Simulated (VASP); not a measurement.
# Co (P6_3/mmc) in VASP: a series of runs, part 2 of 2

VASP 6.6.1. Earlier steps stand in the parts before.

## 4. Relaxation of cell and atoms, RPBE, collinear spin, ferromagnetic start

This run uses another cell than the first one, of 11.07 Å³/atom, 0.931 times its volume.

File INCAR:

```
PREC = Accurate
ENCUT = 600
EDIFF = 1E-6
ISMEAR = -1
SIGMA = 0.05
LREAL = False
LASPH = True
NELM = 150
ALGO = Normal
ISIF = 3
LWAVE = False
LCHARG = False
ISPIN = 2
MAGMOM = 1.7 1.7
LORBIT = 11
LMAXMIX = 4
GGA = RP
IBRION = 2
NSW = 80
EDIFFG = -0.01
```

File KPOINTS:

```
regular mesh
0
Gamma
  14 14 8
```

File POSCAR:

```
Co
1.0
    2.5070990085      0.0000000000      0.0000000000
   -1.2535495042      2.1712114311      0.0000000000
    0.0000000000      0.0000000000      4.0686000000
Co
2
Direct
    0.3333333333      0.6666666667      0.2500000000
    0.6666666667      0.3333333333      0.7500000000
```

Potentials or basis: VASP PAW PBE potentials, release 64 (Co).

Command:

```bash
$ cat potpaw_PBE.64/Co/POTCAR > POTCAR
$ mpirun -np 1 vasp_std > vasp.out
```

OUTCAR:

```text
PREC = Accurate
   ENCUT = 600
   EDIFF = 1E-6
   ISMEAR = -1
   LREAL = False
   LASPH = True
   NELM = 150
   ISIF = 3
   ISPIN = 2
   LORBIT = 11
   GGA = RP
   IBRION = 2
   NSW = 80
   EDIFFG = -0.01

 ion  position               nearest neighbor table
   1  0.333  0.667  0.250-   2 2.50   2 2.50   2 2.50   2 2.50   2 2.50   2 2.50
   2  0.667  0.333  0.750-   1 2.50   1 2.50   1 2.50   1 2.50   1 2.50   1 2.50

  LATTYP: Found a hexagonal cell.
 ALAT       =     2.5070990085
 C/A-ratio  =     1.6228318013

  Lattice vectors:

 A1 = (   2.5070990085,   0.0000000000,   0.0000000000)
 A2 = (  -1.2535495042,   2.1712114311,   0.0000000000)
 A3 = (   0.0000000000,   0.0000000000,   4.0686000000)

Analysis of symmetry for initial positions (statically):
=====================================================================
 Subroutine PRICEL returns:
 Original cell was already a primitive cell.

 Routine SETGRP: Setting up the symmetry group for a
 hexagonal supercell.

 Subroutine GETGRP returns: Found 24 space group operations
 (whereof 12 operations were pure point group operations)
 out of a pool of 24 trial point group operations.

The static configuration has the point symmetry D_3d.
 The point group associated with its full space group is D_6h.

Analysis of symmetry for dynamics (positions and initial velocities):
[... 225 lines left out ...]
      1       1.2748      1.00000
      2       4.9769      1.00000
      3       7.3735      1.00000
      4       7.3863      1.00000
      5       7.3863      1.00000
      6       7.6811      1.00000
      7       7.6811      1.00000
      8       8.0013      1.00000
      9       8.0013      1.00000
     10       9.0470      1.00000
     11       9.0470      1.00000
     12       9.9518      0.61502
[... 924 lines left out ...]
--------------------------------------- Ionic step        4  -------------------------------------------

 number of electron      17.9999998 magnetization       3.2642892

 Free energy of the ion-electron system (eV)
  ---------------------------------------------------
  ext. energy  EPLUGINS =         0.00000000
  ---------------------------------------------------
  free energy    TOTEN  =       -13.03050122 eV

  energy without entropy =      -13.01346503  energy(sigma->0) =      -13.02198313

 E-fermi :  10.0301     XC(G=0): -13.1361

 val. band max:       10.0297394671   @ k =   0.2143   0.0714   0.1250
 cond. band min:      10.0346745084   @ k =   0.3571   0.0714   0.5000
 fundamental gap:      0.0049350413
 Fermi energy:        10.0300751229

 spin component 1

 k-point     1 :       0.0000    0.0000    0.0000
  band No.  band energies     occupation
      1       1.3068      1.00000
      2       5.0158      1.00000
      3       7.4282      1.00000
      4       7.4375      1.00000
      5       7.4375      1.00000
      6       7.7351      1.00000
      7       7.7351      1.00000
      8       8.0556      1.00000
      9       8.0556      1.00000
     10       9.1104      1.00000
     11       9.1104      1.00000
     12      10.0118      0.59032
[... 882 lines left out ...]
  FREE ENERGIE OF THE ION-ELECTRON SYSTEM (eV)
  ---------------------------------------------------
  free  energy   TOTEN  =       -13.0305012220 eV

  energy  without entropy=      -13.0134650286  energy(sigma->0) =      -13.02198313

 reached required accuracy - stopping structural energy minimisation

 total charge

# of ion       s       p       d       tot
------------------------------------------
    1        0.480   0.500   7.244   8.223
    2        0.480   0.500   7.244   8.223
--------------------------------------------------
tot          0.959   1.000  14.488  16.447

 magnetization (x)

# of ion       s       p       d       tot
------------------------------------------
    1       -0.016  -0.059   1.737   1.662
    2       -0.016  -0.059   1.737   1.662
--------------------------------------------------
tot         -0.032  -0.118   3.473   3.324
```

CONTCAR:

```text
Co
   1.00000000000000
     2.5167912702348718    0.0000000000002233    0.0000000000000000
    -1.2583956350670491    2.1796051759816755   -0.0000000000000000
     0.0000000000000000   -0.0000000000000000    4.0620004818124258
  Co
     2
Direct
     0.3333333332999970    0.6666666667000030    0.2500000000000000
     0.6666666667000030    0.3333333332999970    0.7500000000000000

  0.00000000E+00  0.00000000E+00  0.00000000E+00
  0.00000000E+00  0.00000000E+00  0.00000000E+00
```

Run time: 2.3 min. Hardware: 1 thread of Intel Xeon 6975P-C, shared host; peak memory 0.21 GiB.

Results:

| Property | Result |
| --- | --- |
| Free energy | -13.0305 eV |
| Relaxed volume | 11.14 Å³/atom |
| Relaxed cell | a = 2.517 Å, b = 2.517 Å, c = 4.062 Å, α = 90.00°, β = 90.00°, γ = 120.00° |
| Space group after relaxing (to 0.05 Å) | P6_3/mmc (No. 194) |
| Energy gained by relaxing | 0.4 meV/atom |
| Ionic steps | 4 |
| Pressure after relaxing | 0.0 GPa |
| Net moment | 3.26 μB per cell |
| Site moments | Co +1.66 μB |
| Valence electrons inside the program's atomic spheres | Co 8.22 |

Step by step:
| step | energy change (eV) | largest force (eV/Å) | pressure (GPa) | volume (Å³) |
| --- | --- | --- | --- | --- |
| 1 | 0.0000 | 0.0000 | 1.01 | 22.15 |
| 2 | -0.0006 | 0.0000 | -0.67 | 22.37 |
| 3 | -0.0007 | 0.0000 | -0.17 | 22.31 |
| 4 | -0.0008 | 0.0000 | 0.01 | 22.28 |

Final structure:
```yaml
crystal:
  lattice:
    - [2.51679, 0.00000, 0.00000]
    - [-1.25840, 2.17961, 0.00000]
    - [0.00000, 0.00000, 4.06200]
  atoms:
    - { symbol: Co, position: [0.33333, 0.66667, 0.25000] }
    - { symbol: Co, position: [0.66667, 0.33333, 0.75000] }
```

Caveat: the PAW data sets were made with another functional, which shifts forces and pressure a little. RPBE and its kin give volumes clearly too large for solids.

## 5. Single point, RPBE, collinear spin, ferromagnetic start (volume scaled by 1.12)

File INCAR:

```
SYSTEM = Co
PREC = Accurate
ENCUT = 520
EDIFF = 1E-6
ISMEAR = -1
SIGMA = 0.05
LREAL = .FALSE.
LASPH = .TRUE.
NELM = 150
ALGO = Normal
ISIF = 2
LWAVE = .FALSE.
LCHARG = .FALSE.
ISPIN = 2
MAGMOM = -1.729 -1.729
LORBIT = 11
LMAXMIX = 4
GGA = RP
NBANDS = 20
```

File KPOINTS:

```
regular mesh
0
G
  23 23 13
  0 0 0
```

File POSCAR:

```
Co
1.0
    2.6162309290      0.0000000000      0.0000000000
   -1.3081154645      2.2657224467      0.0000000000
    0.0000000000      0.0000000000      4.2261049717
Co
2
Direct
    0.3333333333      0.6666666667      0.2500000000
    0.6666666667      0.3333333333      0.7500000000
```

Command:

```bash
$ cat potpaw_PBE.64/Co/POTCAR > POTCAR
$ mpirun -np 1 vasp_std > vasp.out
```

It took 3.7 min on 1 thread of Intel Xeon Platinum 8375C at 2.90GHz (Ice Lake), shared host; peak memory 0.36 GiB.

Results (log left out):

```
Free energy                                           : -12.8736 eV
Pressure                                              : -16.8 GPa
Net moment                                            : -3.43 μB per cell
Site moments                                          : Co -1.77 μB
Valence electrons inside the program's atomic spheres : Co 8.03
```

Stress tensor (GPa, compression positive):
```
-17.01   0.00   0.00
  0.00 -17.01   0.00
  0.00   0.00 -16.48
```

Levels at points of the mesh, in eV from the Fermi level:
Spin up:
```csv
k point,band 3,band 4,band 5,band 6,band 7,band 8,band 9,band 10,band 11,band 12
"(0.00, 0.00, 0.00)",-0.74,-0.71,-0.71,-0.41,-0.41,-0.15,-0.07,-0.07,0.93,0.93
```
Spin down:
| k point | band 9 | band 10 | band 11 | band 12 | band 13 | band 14 |
| --- | --- | --- | --- | --- | --- | --- |
| (0.00, 0.00, 0.00) | -2.00 | -1.12 | -1.12 | 0.04 | 5.17 | 20.71 |

Caveat: the cell differs from its parent crystal (volume scaled by 1.12); the PAW data sets were made with another functional, which shifts forces and pressure a little.

## 6. Overview

```tsv
task	spin	cell	k mesh	cutoff (eV)	smearing	gap on the mesh (eV)	pressure (GPa)	moment (μB)
single point	off	a = 2.574, b = 2.574, c = 4.146 Å, angles 90.0, 90.0, 120.0°, 2 atoms	24 × 24 × 13	520	fermi-dirac 0.1 eV	none	-19.7	-
single point	non-collinear, zero start, SOC	a = 2.478, b = 2.478, c = 3.993 Å, angles 90.0, 90.0, 120.0°, 2 atoms	14 × 14 × 8	520	fermi-dirac 0.1 eV	-	-0.4	0.00
relaxation of cell and atoms	collinear, ferromagnetic start	relaxed from a = 2.507, b = 2.507, c = 4.069 Å, angles 90.0, 90.0, 120.0°, 2 atoms	14 × 14 × 8	600	fermi-dirac 0.05 eV	none	0.0	3.26
single point	collinear, ferromagnetic start	a = 2.616, b = 2.616, c = 4.226 Å, angles 90.0, 90.0, 120.0°, 2 atoms	23 × 23 × 13	520	fermi-dirac 0.05 eV	none	-16.8	3.43
```

Alike in all rows: level RPBE; potentials or basis VASP PAW PBE potentials, release 64 (Co).

Caveats: the PAW data sets were made with another functional, which shifts forces and pressure a little.

Total energies depend on the potentials used, so only differences within one code and one set of settings carry meaning.
